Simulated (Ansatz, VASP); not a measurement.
## Two plane-wave programs on BaS

Contents of INCAR:

```
PREC     = Accurate       # precision mode
ENCUT    = 520            # plane-wave cutoff, eV
EDIFF    = 1E-8           # SCF threshold, eV
ISMEAR   = -1             # smearing method
SIGMA    = 0.08           # smearing width, eV
LREAL    = False          # projectors in reciprocal space
LASPH    = True           # aspherical terms in the spheres
NELM     = 80             # most SCF steps
ALGO     = Normal         # electronic algorithm
ISIF     = 2              # what is computed and relaxed
LWAVE    = False          # write WAVECAR
LCHARG   = False          # write CHGCAR
GGA      = PE             # functional
LEFG     = True         
NBANDS   = 15             # bands
```

Contents of KPOINTS:

```
regular mesh
0
Gamma
  9 9 9
```

POSCAR

```
BaS
1.0
    0.0000000000      3.5394227726      3.5394227726
    3.5394227726      0.0000000000      3.5394227726
    3.5394227726      3.5394227726      0.0000000000
Ba S
1 1
Direct
    0.0000000000      0.0000000000      0.0000000000
    0.2500000000      0.2500000000      0.2500000000
```

Input for Ansatz:

```yaml
crystal:
  lattice:
    - [0.0, 3.5394227726, 3.5394227726]
    - [3.5394227726, 0.0, 3.5394227726]
    - [3.5394227726, 3.5394227726, 0.0]
  atoms:
    - { symbol: Ba, position: [0.0, 0.0, 0.0] }
    - { symbol: S, position: [0.25, 0.25, 0.25] }
kpoints:
  mp_grid: { grid: [9, 9, 9] }
scf:
  occupations: { method: fermi_dirac, width: 0.08 }
hamiltonian:
  xc: pbe
  pseudopotentials: { kind: paw }
output:
  forces: true
  stress: true
  eigenvalues: true
  efg: { contact_densities: true }
```

Change from the starting cell: volume scaled by 1.02, PAW files.

Alike in both runs: task electric field gradients; functional PBE; k mesh 9 × 9 × 9; occupations fermi-dirac, width 0.08 eV; no spin polarisation.

```csv
,VASP,Ansatz
version,VASP 6.6.1,Ansatz 0.2.0
potentials or method,"VASP PAW PBE potentials, release 64 (Ba_sv, S)","PAW with Ansatz's default frozen-core files, scalar-relativistic"
plane-wave cutoff (eV),520,420
valence electrons in the cell,16,16
```

Ansatz gave:

| Quantity | Value |
| --- | --- |
| pressure (GPa) | -0.5 |

Problem. Estimate VASP's values.

Solution. Pressure (GPa): -0.1.

Neither program's run includes spin-orbit coupling.
